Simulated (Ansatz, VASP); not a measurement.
## One calculation of Si2B, two programs

```
Si B
1.0
     3.12869    0.00000    0.00000
    -1.56435    2.70953    0.00000
     0.00000    0.00000   37.88169
Si B
4 2
Direct
  0.33333 0.66667 0.20680
  0.66667 0.33333 0.26290
  0.66667 0.33333 0.37395
  0.33333 0.66667 0.31785
  0.00000 0.00000 0.23704
  0.00000 0.00000 0.34371
```

Alike in both runs: functional PBE; dispersion D3(BJ); k mesh 9 × 9 × 1; occupations gaussian, width 0.1 eV; no spin polarisation.

Ansatz relaxed the structure, and its values are those at the end. VASP's run is a single point on that final structure, the one shown.

|  | VASP | Ansatz |
| --- | --- | --- |
| version | VASP 6.6.1 | Ansatz 0.2.0 |
| potentials or method | VASP PAW PBE potentials, release 64 (Si, B), cutoff 520 eV | scalar-relativistic, plane waves, PAW |
| valence electrons in the cell | 22 | 22 |

```tsv
	VASP	Ansatz	Ansatz less VASP
gap on the k mesh at the Fermi level (eV)	none	none	-
rms of the force components (eV/Å)	0.008	0.002	-0.0059
```

A gap of «none» marks a metal or a gap that the smearing closes. Ansatz's warnings: relaxed geometry near dispersion switch, slab cell height set.
